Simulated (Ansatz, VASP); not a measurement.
# P in VASP and in Ansatz

INCAR

```
ALGO = Normal
EDIFF = 1E-6
ENCUT = 520
GGA = RP
ISIF = 2
ISMEAR = -1
LASPH = True
LCHARG = True
LELF = True
LREAL = False
LVHAR = True
LWAVE = False
NBANDS = 18
NELM = 60
PREC = Accurate
SIGMA = 0.05
```

File KPOINTS:

```
k-points
0
Gamma
  9 9 6
```

The input POSCAR:

```
P
1.0
    1.5947620673     -6.8970116164      0.0000000000
    1.5947620673      6.8970116164      0.0000000000
    0.0000000000      0.0000000000      4.5516876423
P
4
Direct
    0.0728398213      0.9271601787      0.9074116460
    0.5728398213      0.4271601787      0.5925883540
    0.9271601787      0.0728398213      0.0925883540
    0.4271601787      0.5728398213      0.4074116460
```

Input for Ansatz:

```yaml
crystal:
  lattice:
    - [1.5947620673, -6.8970116164, 0.0]
    - [1.5947620673, 6.8970116164, 0.0]
    - [0.0, 0.0, 4.5516876423]
  atoms:
    - { symbol: P, position: [0.0728398213, 0.9271601787, 0.907411646] }
    - { symbol: P, position: [0.5728398213, 0.4271601787, 0.592588354] }
    - { symbol: P, position: [0.9271601787, 0.0728398213, 0.092588354] }
    - { symbol: P, position: [0.4271601787, 0.5728398213, 0.407411646] }
hamiltonian:
  xc: rpbe
  pseudopotentials:
    kind: paw
    azcp:
      P: "pseudopotentials/P.paw.azcp"
basis:
  ecutwfc: 420
  fft_grid_basis: typed
kpoints:
  mp_grid: { grid: [9, 9, 6], shift: [0, 0, 0] }
magnetization:
  spin_polarized: false
scf:
  occupations: { method: fermi_dirac, width: 0.05 }
output:
  stress: true
```

Alike in both runs: task single point; functional RPBE; k mesh 9 × 9 × 6; occupations fermi-dirac, width 0.05 eV; no spin polarisation.

```csv
,VASP,Ansatz
version,VASP 6.6.1,Ansatz 0.2.0
potentials or method,"VASP PAW PBE potentials, release 64 (P), cutoff 520 eV","plane waves (420 eV) with PAW, scalar-relativistic"
valence electrons in the cell,20,20
```

VASP gave:

* pressure (GPa): 7.7
* traceless stress, the component that is largest in VASP (GPa): 2.05

Which values does Ansatz return?

Pressure (GPa): 8.3; traceless stress, the component that is largest in VASP (GPa): 2.07.

VASP's potentials were made for PBE, not for RPBE. The functional is the same, so the differences come from potentials, cutoffs and numerics.
